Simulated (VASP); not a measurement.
Write the native input for VASP 6.6.1 that does the following.

| Quantity | Value |
| --- | --- |
| Task | single point |
| Functional | PBE |
| Potentials or basis | VASP PAW PBE potentials, release 64 (Li_sv, H) |
| Cutoff | 520 eV |
| k mesh | 6 × 6 × 6 |
| Occupations | gaussian, width 0.1 eV |
| Spin | no spin polarisation |
| Dipole correction | no |
| Further INCAR settings | ALGO = Normal; EDIFF = 1e-06; NBANDS = 16 |

The structure of LiH3 lies in POSCAR:

```
LiH3
1.0
    1.1565600090    -10.5896567589      0.0000000000
    1.1565600090     10.5896567589      0.0000000000
    0.0000000000      0.0000000000      2.3124805129
Li H
2 6
Direct
    0.1689367614      0.8310632386      0.7500000000
    0.8310632386      0.1689367614      0.2500000000
    0.3100142573      0.6899857427      0.7500000000
    0.6899857427      0.3100142573      0.2500000000
    0.5749905187      0.4250094813      0.7500000000
    0.4250094813      0.5749905187      0.2500000000
    0.0749847330      0.9250152670      0.2500000000
    0.9250152670      0.0749847330      0.7500000000
```

One way to write it, as run:

INCAR

```
SYSTEM = LiH3
  PREC = Accurate
  ENCUT = 520
  EDIFF = 1E-6
  ISMEAR = 0
  SIGMA = 0.1
  LREAL = .FALSE.
  LASPH = .TRUE.
  NELM = 100
  ALGO = Normal
  ISIF = 2
  LWAVE = .FALSE.
  LCHARG = .TRUE.
  GGA = PE
  LELF = .TRUE.
  LVHAR = .TRUE.
  NBANDS = 16
```

KPOINTS

```
regular mesh
0
G
  6 6 6
  0 0 0
```

Potentials or basis: VASP PAW PBE potentials, release 64 (Li_sv, H).

Command:

```console
$ cat potpaw_PBE.64/Li_sv/POTCAR potpaw_PBE.64/H/POTCAR > POTCAR
$ mpirun -np 1 vasp_std > vasp.out
```

Results of the run:

The largest force is 0.018 eV/Å. The band gap on the k mesh is zero (bands 6 and 7 overlap by 2.84 eV).

Caveat: the k points lie up to 0.46 Å⁻¹ apart, too coarse for converged energies and pressures of a metal.

Wall time 2.2 min on 1 thread of Intel(R) Xeon(R) Platinum 8259CL CPU @ 2.50GHz (Skylake/Cascade Lake) (shared host), peak memory 0.31 GiB.
